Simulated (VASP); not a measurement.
# CaF2: single point with PBE+D3(BJ)

CaF2, a slab with vacuum:

```
Ca F
1.0
     7.73478    0.00000    0.00000
     0.00000    5.46932    0.00000
     0.00000    0.00000   24.55109
Ca F
8 16
Direct
  0.25000 0.50000 0.32585
  0.75000 0.50000 0.32585
  0.50000 0.00000 0.40461
  0.00000 0.00000 0.40461
  0.75000 0.50007 0.48716
  0.25012 0.49957 0.48724
  0.00034 0.99926 0.55622
  0.49946 0.99958 0.55683
  0.50000 0.75000 0.32585
  0.00000 0.75000 0.32585
  0.50000 0.25000 0.32585
  0.00000 0.25000 0.32585
  0.75000 0.25000 0.40461
  0.25000 0.25000 0.40461
  0.75000 0.75000 0.40461
  0.25000 0.75000 0.40461
  0.00020 0.74810 0.48336
  0.49981 0.74850 0.48348
  0.99983 0.25079 0.48316
  0.50037 0.25089 0.48367
  0.24848 0.23765 0.56329
  0.75227 0.23898 0.56363
  0.25001 0.76081 0.56389
  0.74981 0.76163 0.56376
```

```yaml
Program: VASP 6.6.1
Task: single point
Functional: PBE
Dispersion: D3(BJ)
Potentials_or_basis: VASP PAW PBE potentials, release 64 (Ca_sv, F)
Cutoff: 520 eV
k_mesh: 2 × 3 × 1
Occupations: gaussian, width 0.05 eV
Spin: no spin polarisation
Dipole_correction: yes
Further_INCAR_settings: ALGO = Normal; EDIFF = 1e-06; NBANDS = 114; NELMDL = -8
```

* Largest force: 1.303 eV/Å
* Band gap on the k mesh: 4.99 eV
* Dispersion energy per atom: -0.110 eV

Forces on the atoms (eV/Å):
```
Ca  -0.002  0.001  1.303
Ca   0.002 -0.001  1.302
Ca   0.001 -0.001 -0.617
Ca   0.000 -0.002 -0.636
Ca   0.011 -0.012  0.016
Ca  -0.012  0.001 -0.021
Ca  -0.041  0.010  0.085
Ca   0.054  0.010  0.008
F    0.001 -0.535 -0.425
F   -0.001 -0.537 -0.428
F    0.000  0.535 -0.425
F    0.000  0.536 -0.427
F   -0.012  0.160  0.047
F    0.014  0.159  0.056
F   -0.004 -0.158  0.054
F    0.004 -0.159  0.052
F    0.001 -0.011 -0.018
F   -0.003  0.008  0.002
F    0.009  0.011 -0.019
F   -0.008 -0.001 -0.009
F    0.050  0.010  0.044
F   -0.068 -0.017  0.024
F    0.020 -0.008  0.019
F   -0.018  0.001  0.012
```

Levels at points of the mesh, in eV from the valence-band top:
| k point | band 92 | band 93 | band 94 | band 95 | band 96 | band 97 | band 98 | band 99 | band 100 | band 101 |
| --- | --- | --- | --- | --- | --- | --- | --- | --- | --- | --- |
| (0.00, 0.00, 0.00) | -0.58 | -0.14 | -0.09 | -0.03 | 0.00 | 4.99 | 5.67 | 6.27 | 6.68 | 7.08 |
| (0.50, 0.00, 0.00) | -0.60 | -0.09 | -0.05 | -0.04 | -0.04 | 5.57 | 5.57 | 6.24 | 6.28 | 6.89 |

Wall time 31 min on 1 thread of AMD EPYC 7R43 64-Core Processor (Zen 3), on a shared host, peak memory 1 GiB.
